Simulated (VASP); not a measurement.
Input of a VASP 6.6.1 run:

File INCAR:

```
SYSTEM = ZrO2
ALGO = Normal ; EDIFF = 1E-6
ENCUT = 600 ; GGA = CA
GGA_COMPAT = .False. ; ISIF = 2
ISMEAR = 0 ; LASPH = .True.
LCHARG = .True. ; LELF = .True.
LREAL = .False. ; LVHAR = .True.
LWAVE = .False. ; NBANDS = 19
NELM = 120 ; PREC = Accurate
SIGMA = 0.02
```

File KPOINTS:

```
k-points
0
Gamma
  8 8 8
  0 0 0
```

The input POSCAR:

```
ZrO2
1.0
    0.0000000000      2.5132501057      2.5132501057
    2.5132501057      0.0000000000      2.5132501057
    2.5132501057      2.5132501057      0.0000000000
Zr O
1 2
Direct
    0.0000000000      0.0000000000      0.0000000000
    0.2500000000      0.2500000000      0.2500000000
    0.7500000000      0.7500000000      0.7500000000
```

Potentials or basis: VASP PAW LDA potentials, release 64 (Zr_sv, O).

Command:

```bash
$ cat potpaw_LDA.64/Zr_sv/POTCAR potpaw_LDA.64/O/POTCAR > POTCAR
$ mpirun -np 1 vasp_std > vasp.out
```

**Question.** What does it give for the pressure?

**Answer.** 0.5 GPa.

**Question.** Predict the band gap on the k mesh.

**Answer.** 3.33 eV (least direct gap 3.79 eV).

A k mesh can miss the band edges.
